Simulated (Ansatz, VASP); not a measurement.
SiC in VASP and in Ansatz

```
Si C
1.0
     3.05926    0.00000    0.00000
    -1.52963    2.64939    0.00000
     0.00000    0.00000   15.01079
Si C
6 6
Direct
  0.00000 0.00000 0.12504
  0.00000 0.00000 0.62504
  0.33333 0.66667 0.29182
  0.66667 0.33333 0.79182
  0.33333 0.66667 0.95831
  0.66667 0.33333 0.45831
  0.00000 0.00000 0.99969
  0.00000 0.00000 0.49969
  0.33333 0.66667 0.16683
  0.66667 0.33333 0.66683
  0.33333 0.66667 0.83332
  0.66667 0.33333 0.33332
```

Alike in both runs: functional LDA; k mesh 12 × 12 × 2; occupations gaussian, width 0.02 eV; no spin polarisation.

Ansatz relaxed the structure, and its values are those at the end. VASP's run is a single point on that final structure, the one shown.

|  | VASP | Ansatz |
| --- | --- | --- |
| version | VASP 6.6.1 | Ansatz 0.2.0 |
| potentials or method | VASP PAW LDA potentials, release 64 (Si, C), cutoff 520 eV | scalar-relativistic, plane waves, PAW |
| valence electrons in the cell | 48 | 48 |

VASP gave:

```
gap on the k mesh at the Fermi level (eV) : 1.97
least direct gap on the mesh (eV)         : 3.07
pressure (GPa)                            : 0.4
```

Problem. Which values does Ansatz return?

Solution. gap on the k mesh at the Fermi level (eV): 1.98; least direct gap on the mesh (eV): 3.08; pressure (GPa): 0.0.

LDA's correlation is that of Perdew and Zunger in VASP and of Perdew and Wang (1992) in Ansatz.
